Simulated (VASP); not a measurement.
# AlAs (F-43m) in VASP: notebook

AlAs is run at these levels: LDA; tasks: single point.

Program: VASP 6.6.1. These are calculated values, not measurements. Logs are shortened: lines on timing, memory, paths and dates and some standing lists are left out, and cuts for length are marked.

### 1 The cell of the first run

It takes space group F-43m (No. 216, cubic). The conventional cell has a = 5.582 Å, b = 5.582 Å, c = 5.582 Å, α = 90.00°, β = 90.00°, γ = 90.00°. Al (site symmetry -43m) has 4 As at 2.42 Å within 3.2 Å. Within 3.2 Å of As (site symmetry -43m) lie 4 Al at 2.42 Å.

### 2 Single point, LDA

The input, INCAR:

```
SYSTEM = AlAs
PREC = Accurate
ENCUT = 500
EDIFF = 1E-6
ISMEAR = 0
SIGMA = 0.01
LREAL = .False.
LASPH = .True.
NELM = 120
ALGO = Normal
ISIF = 2
LWAVE = .False.
LCHARG = .False.
NBANDS = 11
GGA_COMPAT = .False.
```

The input, KPOINTS:

```
Automatic mesh
0
Gamma
  8 8 8
  0 0 0
```

The input, POSCAR:

```
AlAs
1.0
    2.7910911316      2.7910911316      0.0000000000
   -2.7910911316      2.7910911316      0.0000000000
    0.0000000000      2.7910911316      2.7910911316
Al As
1 1
Direct
    0.0000000000      0.0000000000      0.0000000000
    0.7500000000      0.2500000000      0.5000000000
```

Potentials or basis: VASP PAW LDA potentials, release 64 (Al, As).

The run is started by

```console
> cat potpaw_LDA.64/Al/POTCAR potpaw_LDA.64/As/POTCAR > POTCAR
> mpirun -np 1 vasp_std > vasp.out
```

OUTCAR:

```text
SYSTEM = AlAs
   PREC = Accurate
   ENCUT = 500
   EDIFF = 1E-6
   ISMEAR = 0
   LREAL = .False.
   LASPH = .True.
   NELM = 120
   ISIF = 2

 ion  position               nearest neighbor table
   1  0.000  0.000  0.000-   2 2.42   2 2.42   2 2.42   2 2.42
   2  0.750  0.250  0.500-   1 2.42   1 2.42   1 2.42   1 2.42

  LATTYP: Found a face centered cubic cell.
 ALAT       =     5.5821822632

  Lattice vectors:

 A1 = (   0.0000000000,   2.7910911316,   2.7910911316)
 A2 = (   2.7910911316,   0.0000000000,   2.7910911316)
 A3 = (   2.7910911316,   2.7910911316,   0.0000000000)

Analysis of symmetry for initial positions (statically):
=====================================================================
 Subroutine PRICEL returns:
 Original cell was already a primitive cell.

 Routine SETGRP: Setting up the symmetry group for a
 face centered cubic supercell.

 Subroutine GETGRP returns: Found 24 space group operations
 (whereof 24 operations were pure point group operations)
 out of a pool of 48 trial point group operations.

The static configuration has the point symmetry T_d .

Analysis of symmetry for dynamics (positions and initial velocities):
=====================================================================
 Subroutine PRICEL returns:
 Original cell was already a primitive cell.

 Routine SETGRP: Setting up the symmetry group for a
 face centered cubic supercell.

 Subroutine GETGRP returns: Found 24 space group operations
 (whereof 24 operations were pure point group operations)
 out of a pool of 48 trial point group operations.

The dynamic configuration has the point symmetry T_d .

 Subroutine INISYM returns: Found 24 space group operations
 (whereof 24 operations are pure point group operations),
 and found     1 'primitive' translations

----------------------------------------------------------------------------------------

                                     Primitive cell

  volume of cell :      43.4863

  direct lattice vectors                    reciprocal lattice vectors
     2.791091132  2.791091132  0.000000000     0.179141410  0.179141410 -0.179141410
    -2.791091132  2.791091132  0.000000000    -0.179141410  0.179141410 -0.179141410
     0.000000000  2.791091132  2.791091132     0.000000000  0.000000000  0.358282819

  length of vectors
     3.947198932  3.947198932  3.947198932     0.310282023  0.310282023  0.358282819

  position of ions in fractional coordinates (direct lattice)
     0.000000000  0.000000000  0.000000000
     0.750000000  0.250000000  0.500000000

  ion indices of the primitive-cell ions
   primitive index   ion index
                 1           1
                 2           2

----------------------------------------------------------------------------------------

 KPOINTS: Automatic mesh

Automatic generation of k-mesh.
 Grid dimensions read from file:
 generate k-points for:    8    8    8

 Generating k-lattice:

  Cartesian coordinates                     Fractional coordinates (reciprocal lattice)
     0.022392676  0.022392676 -0.022392676     0.125000000  0.000000000  0.000000000
    -0.022392676  0.022392676 -0.022392676     0.000000000  0.125000000  0.000000000
     0.000000000  0.000000000  0.044785352     0.000000000  0.000000000  0.125000000

  Length of vectors
     0.038785253  0.038785253  0.044785352

  Shift w.r.t. Gamma in fractional coordinates (k-lattice)
     0.000000000  0.000000000  0.000000000

 Subroutine IBZKPT returns following result:
 ===========================================

 Found     29 irreducible k-points:

 Following reciprocal coordinates:
            Coordinates               Weight
  0.000000  0.000000  0.000000      1.000000
  0.125000  0.000000  0.000000      8.000000
  0.250000  0.000000  0.000000      8.000000
  0.375000  0.000000  0.000000      8.000000
  0.500000  0.000000  0.000000      4.000000
  0.125000  0.125000  0.000000     12.000000
[... 16 lines left out ...]
  0.375000  0.250000  0.125000     48.000000
  0.500000  0.250000  0.125000     24.000000
 [... further k-points ...]
   k-points           NKPTS =     29   k-points in BZ     NKDIM =     29   number of bands    NBANDS=     11
   number of dos      NEDOS =    301   number of ions     NIONS =      2
   total plane-waves  NPLWV =  27000
   dimension x,y,z NGX =    30 NGY =   30 NGZ =   30
   dimension x,y,z NGXF=    60 NGYF=   60 NGZF=   60
   ions per type =               1   1
   NGX,Y,Z   is equivalent  to a cutoff of  12.64, 12.64, 12.64 a.u.
   NGXF,Y,Z  is equivalent  to a cutoff of  25.27, 25.27, 25.27 a.u.
 SYSTEM =  AlAs
   PREC   = accura    normal or accurate (medium, high low for compatibility)
   ISTART =      0    job   : 0-new  1-cont  2-samecut
   ICHARG =      2    charge: 1-file 2-atom 10-const
   ISPIN  =      1    spin polarized calculation?
   LNONCOLLINEAR =      F non collinear calculations
   LSORBIT =      F    spin-orbit coupling
   LASPH  =      T    aspherical Exc in radial PAW
   ENCUT  =  500.0 eV  36.75 Ry    6.06 a.u.   7.20  7.20  7.20*2*pi/ulx,y,z
   NELM   =    120;   NELMIN=  2; NELMDL= -5     # of ELM steps
   EDIFF  = 0.1E-05   stopping-criterion for ELM
   LREAL  =      F    real-space projection
   EDIFFG = 0.1E-04   stopping-criterion for IOM
   NSW    =      0    number of steps for IOM
   IBRION =     -1    ionic relax: 0-MD 1-quasi-New 2-CG
   NFREE  =      0    steps in history (QN), initial steepest desc. (CG)
   ISIF   =      2    stress and relaxation
   ISYM   =      2    0-nonsym 1-usesym 2-fastsym
   POTIM  = 0.5000    time-step for ionic-motion
   TEBEG  =    0.0;   TEEND  =   0.0 temperature during run
   PSTRESS=    0.0 pullay stress
   NELECT =       8.0000    total number of electrons
   NUPDOWN=      -1.0000    fix difference up-down
   EMIN   =  10.00;   EMAX   =-10.00  energy-range for DOS
   EFERMI =   0.00;   METHOD = LEGACY
   ISMEAR =     0;   SIGMA  =   0.01  broadening in eV -4-tet -1-fermi 0-gaus
   EFERMI_NEDOS =   21; number of points for ismear=-14 and -15
   IALGO  =     38    algorithm
   IMIX   =      4    mixing-type and parameters
     AMIX     =   0.40;   BMIX     =  1.00
     AMIX_MAG =   1.60;   BMIX_MAG =  1.00
  volume/ion in A,a.u.               =      21.74       146.73
  Fermi-wavevector in a.u.,A,eV,Ry     =   0.931081  1.759488 11.795052  0.866912
  Thomas-Fermi vector in A             =   2.057537
   LORBIT       =      0    0 simple, 1 ext, 2 COOP (PROOUT), +10 PAW based schemes
   GGA     = CA    functional components
   LHFCALC =     F    Hartree Fock is set to
   AEXX    =    0.0000 exact exchange contribution
   IVDW    =     0    specifies the selected vdW correction
   LEPSILON=     F    determine dielectric tensor
   LRPA    =     F    only Hartree local field effects (RPA)
 non-spin polarized calculation
 Gauss-broadening in eV      SIGMA  =   0.01
  energy-cutoff  :      500.00
  volume of cell :       43.49
 maximum number of plane-waves:      1124
 NGX is ok and might be reduce to    30
   NGX = 15   NGY = 15   NGZ = 15

 number of electron       8.0000001 magnetization

 Free energy of the ion-electron system (eV)
  ---------------------------------------------------
  ext. energy  EPLUGINS =         0.00000000
  ---------------------------------------------------
  free energy    TOTEN  =       -10.50457400 eV

  energy without entropy =      -10.50457400  energy(sigma->0) =      -10.50457400

 E-fermi :   4.2751     XC(G=0):  -9.4387

 val. band max:        4.1504318551   @ k =   0.0000   0.0000   0.0000
 cond. band min:       5.4161268878   @ k =   0.5000   0.5000   0.0000
 fundamental gap:      1.2656950328
 Fermi energy:         4.2750888621

 k-point     1 :       0.0000    0.0000    0.0000
  band No.  band energies     occupation
      1      -7.9835      2.00000
      2       4.1504      2.00000
      3       4.1504      2.00000
      4       4.1504      2.00000
      5       6.3694      0.00000
      6       8.4678      0.00000
      7       8.4678      0.00000
      8       8.4678      0.00000
      9      13.0150      0.00000
     10      13.2668      0.00000
     11      13.2668      0.00000

 k-point     2 :       0.1250    0.0000    0.0000
  band No.  band energies     occupation
      1      -7.8225      2.00000
      2       2.6907      2.00000
      3       3.9822      2.00000
      4       3.9822      2.00000
      5       7.0761      0.00000
      6       8.7600      0.00000
      7       8.7600      0.00000
      8       8.9143      0.00000
      9      12.6108      0.00000
     10      12.6108      0.00000
     11      13.7456      0.00000

 k-point     3 :       0.2500    0.0000    0.0000
  band No.  band energies     occupation
      1      -7.3739      2.00000
      2       0.6576      2.00000
      3       3.6524      2.00000
      4       3.6524      2.00000
      5       6.8294      0.00000
      6       9.0951      0.00000
      7       9.0951      0.00000
      8      10.7340      0.00000
      9      12.5028      0.00000
     10      12.5028      0.00000
     11      13.4994      0.00000

 k-point     4 :       0.3750    0.0000    0.0000
  band No.  band energies     occupation
      1      -6.7873      2.00000
      2      -0.9635      2.00000
      3       3.3907      2.00000
      4       3.3907      2.00000
      5       6.4666      0.00000
      6       8.9465      0.00000
      7       8.9465      0.00000
      8      11.8449      0.00000
      9      13.8578      0.00000
     10      13.8578      0.00000
     11      13.9998      0.00000
[... 239 lines left out ...]
 k-point    22 :       0.2500    0.2500    0.1250
  band No.  band energies     occupation
      1      -6.9974      2.00000
      2       0.2917      2.00000
      3       2.0918      2.00000
      4       3.1301      2.00000
      5       7.7162      0.00000
      6       8.5362      0.00000
      7       9.4186      0.00000
      8      10.7749      0.00000
      9      12.4398      0.00000
     10      14.7177      0.00000
     11      16.3598      0.00000

 k-point    23 :       0.3750    0.2500    0.1250
  band No.  band energies     occupation
      1      -6.4673      2.00000
      2      -0.7769      2.00000
      3       1.4843      2.00000
      4       2.7243      2.00000
      5       7.8252      0.00000
      6       8.6238      0.00000
      7       9.9804      0.00000
      8      11.0965      0.00000
      9      13.6318      0.00000
     10      14.8172      0.00000
     11      16.4401      0.00000

 k-point    24 :       0.5000    0.2500    0.1250
  band No.  band energies     occupation
      1      -6.1894      2.00000
      2      -1.2912      2.00000
      3       1.3321      2.00000
      4       2.5294      2.00000
      5       7.8308      0.00000
      6       8.3621      0.00000
      7      10.9353      0.00000
      8      11.8798      0.00000
      9      12.5933      0.00000
     10      15.2483      0.00000
     11      16.5847      0.00000

 [... further k-points ...]

------------------------ aborting loop because EDIFF is reached ----------------------------------------

  FORCE on cell =-STRESS in cart. coord.  units (eV):
  Direction    XX          YY          ZZ          XY          YZ          ZX
  --------------------------------------------------------------------------------------
  -------------------------------------------------------------------------------------
  Total        0.6504889      0.6504889      0.6504889      0.0000000      0.0000000     -0.0000000
  in kB       23.9661567     23.9661567     23.9661567      0.0000000      0.0000000     -0.0000000
  external PRESSURE =      23.9661567 kB  Pullay stress =       0.0000000 kB

 VOLUME and BASIS-vectors are now :
 -----------------------------------------------------------------------------
  energy-cutoff  :      500.00
  volume of cell :       43.49
      direct lattice vectors                 reciprocal lattice vectors
     2.791091132  2.791091132  0.000000000     0.179141410  0.179141410 -0.179141410
    -2.791091132  2.791091132  0.000000000    -0.179141410  0.179141410 -0.179141410
     0.000000000  2.791091132  2.791091132     0.000000000  0.000000000  0.358282819

 POSITION                                       TOTAL-FORCE (eV/Angst)
 -----------------------------------------------------------------------------------
      0.00000      0.00000      0.00000        -0.000000      0.000000      0.000000
      1.39555      4.18664      1.39555         0.000000     -0.000000      0.000000
 -----------------------------------------------------------------------------------
    total drift:                                0.000000      0.000000      0.000000

  FREE ENERGIE OF THE ION-ELECTRON SYSTEM (eV)
  ---------------------------------------------------
  free  energy   TOTEN  =       -10.5045739984 eV

  energy  without entropy=      -10.5045739984  energy(sigma->0) =      -10.50457400
```

It took 20 s on 1 thread of Intel Xeon Platinum 8259CL at 2.50GHz (Skylake/Cascade Lake), shared host; peak memory 0.15 GiB.

What came out:

- Free energy: -10.5046 eV
- Pressure: 2.4 GPa
- Band gap on the k mesh: 1.27 eV, indirect (least direct gap 2.22 eV)

A k mesh can miss the band edges. A hybrid or GW would open this gap; LDA tends to underestimate it.

### 3 Single point, LDA

This run uses another cell than the first one, of 21.25 Å³/atom, 0.977 times its volume.

The input, INCAR:

```
SYSTEM = AlAs
  PREC = Accurate
  ENCUT = 500
  EDIFF = 1E-6
  ISMEAR = 0
  SIGMA = 0.01
  LREAL = .False.
  LASPH = .True.
  NELM = 120
  ALGO = Normal
  ISIF = 2
  LWAVE = .False.
  LCHARG = .True.
  GGA = CA
  LELF = .True.
  LVHAR = .True.
  NBANDS = 11
  GGA_COMPAT = .False.
```

The input, KPOINTS:

```
regular mesh
0
Gamma
  8 8 8
  0 0 0
```

The input, POSCAR:

```
AlAs
1.0
    2.7699921228      2.7699921228      0.0000000000
   -2.7699921228      2.7699921228      0.0000000000
    0.0000000000      2.7699921228      2.7699921228
Al As
1 1
Direct
    0.0000000000      0.0000000000      0.0000000000
    0.7500000000      0.2500000000      0.5000000000
```

Potentials or basis: VASP PAW LDA potentials, release 64 (Al, As).

The run is started by

```console
> cat potpaw_LDA.64/Al/POTCAR potpaw_LDA.64/As/POTCAR > POTCAR
> mpirun -np 1 vasp_std > vasp.out
```

Run time: 16 s. Hardware: 1 thread of Intel Xeon Platinum 8259CL at 2.50GHz (Skylake/Cascade Lake), shared host; peak memory 0.15 GiB.

Results (log left out):

```
Free energy            : -10.4838 eV
Pressure               : 4.4 GPa
Band gap on the k mesh : 1.22 eV, indirect (least direct gap 2.40 eV)
```

Levels at points of the mesh, in eV from the valence-band top:
```
           k point  band 1  band 2  band 3  band 4  band 5  band 6  band 7  band 8  band 9
(0.00, 0.00, 0.00)  -12.27    0.00    0.00    0.00    2.40    4.36    4.36    4.36    9.00
(0.50, 0.00, 0.00)  -10.70   -5.89   -0.87   -0.87    2.27    4.68    4.68    7.71   11.54
(0.50, 0.50, 0.00)  -10.09   -5.68   -2.33   -2.33    1.22    2.20   10.70   10.70   12.30
```

### 4 Single point, LDA

This run uses another cell than the first one, of 21.25 Å³/atom, 0.977 times its volume.

The input, INCAR:

```
ALGO = Normal
EDIFF = 1E-6
ENCUT = 500
GGA = CA
GGA_COMPAT = False
ISIF = 2
ISMEAR = 0
LASPH = True
LCHARG = False
LREAL = False
LWAVE = False
NBANDS = 11
NELM = 120
PREC = Accurate
SIGMA = 0.01
```

The input, KPOINTS:

```
k-points
0
Gamma
  8 8 8
```

POSCAR is that of step 3.

The run is started by

```console
> cat potpaw_LDA.64/Al/POTCAR potpaw_LDA.64/As/POTCAR > POTCAR
> mpirun -np 1 vasp_std > vasp.out
```

Wall time 13 s (1 thread of Intel Xeon Platinum 8259CL at 2.50GHz (Skylake/Cascade Lake), shared host); peak memory 0.15 GiB.

It converged, with:

| Item | Value |
| --- | --- |
| Free energy | -10.4838 eV |
| Pressure | 4.4 GPa |
| Band gap on the k mesh | 1.22 eV, indirect (least direct gap 2.40 eV) |

Levels at points of the mesh, in eV from the valence-band top:
```tsv
k point	band 1	band 2	band 3	band 4	band 5	band 6	band 7	band 8
(0.00, 0.00, 0.00)	-12.27	0.00	0.00	0.00	2.40	4.36	4.36	4.36
(0.50, 0.00, 0.00)	-10.70	-5.89	-0.87	-0.87	2.27	4.68	4.68	7.71
(0.50, 0.50, 0.00)	-10.09	-5.68	-2.33	-2.33	1.22	2.20	10.70	10.70
```

A k mesh can miss the band edges. A hybrid or GW would open this gap; LDA tends to underestimate it.

### 5 Single point, LDA

This run uses another cell than the first one, of 22.92 Å³/atom, 1.054 times its volume.

The input, INCAR:

```
SYSTEM = AlAs
  ALGO = Normal
  EDIFF = 1E-6
  ENCUT = 500
  GGA = CA
  GGA_COMPAT = .FALSE.
  ISIF = 2
  ISMEAR = 0
  LASPH = .TRUE.
  LCHARG = .FALSE.
  LREAL = .FALSE.
  LWAVE = .FALSE.
  NBANDS = 11
  NELM = 120
  PREC = Accurate
  SIGMA = 0.01
```

The input, KPOINTS:

```
k-points
0
G
  8 8 8
  0 0 0
```

The input, POSCAR:

```
AlAs
1.0
    2.8406623258      2.8406623258      0.0000000000
   -2.8406623258      2.8406623258      0.0000000000
    0.0000000000      2.8406623258      2.8406623258
Al As
1 1
Direct
    0.0000000000      0.0000000000      0.0000000000
    0.7500000000      0.2500000000      0.5000000000
```

The run is started by

```console
> cat potpaw_LDA.64/Al/POTCAR potpaw_LDA.64/As/POTCAR > POTCAR
> mpirun -np 1 vasp_std > vasp.out
```

Wall time 24 s (1 thread of Intel Xeon Platinum 8259CL at 2.50GHz (Skylake/Cascade Lake), shared host); peak memory 0.15 GiB.

Results (log left out):

| Property | Result |
| --- | --- |
| Free energy | -10.5087 eV |
| Pressure | -1.7 GPa |
| Band gap on the k mesh | 1.36 eV, indirect (least direct gap 1.80 eV) |

Levels at points of the mesh, in eV from the valence-band top:
```csv
k point,band 1,band 2,band 3,band 4,band 5,band 6,band 7,band 8,band 9
"(0.00, 0.00, 0.00)",-11.83,0.00,0.00,0.00,1.80,4.23,4.23,4.23,8.57
"(0.50, 0.00, 0.00)",-10.44,-5.55,-0.82,-0.82,1.98,4.63,4.63,7.56,10.89
"(0.50, 0.50, 0.00)",-9.91,-5.41,-2.15,-2.15,1.36,2.20,10.12,10.12,11.45
```

### 6 Single point, LDA

This run uses another cell than the first one, of 22.92 Å³/atom, 1.054 times its volume.

The input, INCAR:

```
  PREC = Accurate
  ENCUT = 500
  EDIFF = 1E-6
  ISMEAR = 0
  SIGMA = 0.01
  LREAL = F
  LASPH = T
  NELM = 120
  ALGO = Normal
  ISIF = 2
  LWAVE = F
  LCHARG = F
  NBANDS = 11
  GGA_COMPAT = F
```

The input, KPOINTS:

```
regular mesh
0
Gamma
  8 8 8
```

POSCAR is that of step 5.

Potentials or basis: VASP PAW LDA potentials, release 64 (Al, As).

The run is started by

```console
> cat potpaw_LDA.64/Al/POTCAR potpaw_LDA.64/As/POTCAR > POTCAR
> mpirun -np 1 vasp_std > vasp.out
```

Wall time 16 s (1 thread of Intel Xeon Platinum 8259CL at 2.50GHz (Skylake/Cascade Lake), shared host); peak memory 0.15 GiB.

Results (log left out):

| Quantity | Value |
| --- | --- |
| Free energy | -10.5087 eV |
| Pressure | -1.7 GPa |
| Band gap on the k mesh | 1.36 eV, indirect (least direct gap 1.80 eV) |

Levels at points of the mesh, in eV from the valence-band top:
```
           k point  band 2  band 3  band 4  band 5  band 6  band 7
(0.00, 0.00, 0.00)    0.00    0.00    0.00    1.80    4.23    4.23
(0.50, 0.00, 0.00)   -5.55   -0.82   -0.82    1.98    4.63    4.63
(0.50, 0.50, 0.00)   -5.41   -2.15   -2.15    1.36    2.20   10.12
```

### 7 The runs side by side

| cell | gap on the mesh (eV) | pressure (GPa) |
| --- | --- | --- |
| a = 3.947 Å, angles 60.0, 60.0, 90.0°, 2 atoms | 1.27 | 2.4 |
| a = 3.917 Å, angles 60.0, 60.0, 90.0°, 2 atoms | 1.22 | 4.4 |
| a = 4.017 Å, angles 60.0, 60.0, 90.0°, 2 atoms | 1.36 | -1.7 |

Alike in all rows: task single point; level LDA; potentials or basis VASP PAW LDA potentials, release 64 (Al, As); no spin polarisation; k mesh 8 × 8 × 8; cutoff (eV) 500; smearing gaussian 0.01 eV.

Absolute energies hang on the potentials; compare differences alone.
